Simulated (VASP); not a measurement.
The system is HfGe (CsCl type).

```
Hf Ge
1.0
     2.53477    0.00000    0.00000
     0.00000    2.53477    0.00000
     0.00000    0.00000    2.53477
Hf Ge
1 1
Direct
  0.00000 0.00000 0.00000
  0.50000 0.50000 0.50000
```

This cell differs from its parent crystal: volume scaled by 0.45.

Base run:

| Property | Result |
| --- | --- |
| Program | VASP 6.6.1 |
| Functional | PBEsol |
| Potentials or basis | VASP PAW PBE potentials, release 64 (Hf_pv, Ge_d) |
| Cutoff | 520 eV |
| k mesh | 13 × 13 × 13 |
| Occupations | fermi-dirac, width 0.05 eV |
| Spin | no spin polarisation |

Its results: band gap on the k mesh zero (band 12 reaches 23.25 eV, above the bottom of band 13 at 14.64 eV); pressure 514.3 GPa.

The run is repeated on the same cell with these changes: hubbard terms from none to Hf d U = 5.0 eV. What comes out?

Band gap on the k mesh zero (band 12 reaches 23.28 eV, above the bottom of band 13 at 15.08 eV); pressure 537.7 GPa.

Caveats: the PAW data sets were made with another functional, which shifts forces and pressure a little; spin-orbit coupling is left out, which moves the levels of the heavy elements; U without spin polarisation on a metal has little footing (some runs); the U is typed as a test and isn't derived for this compound (some runs).
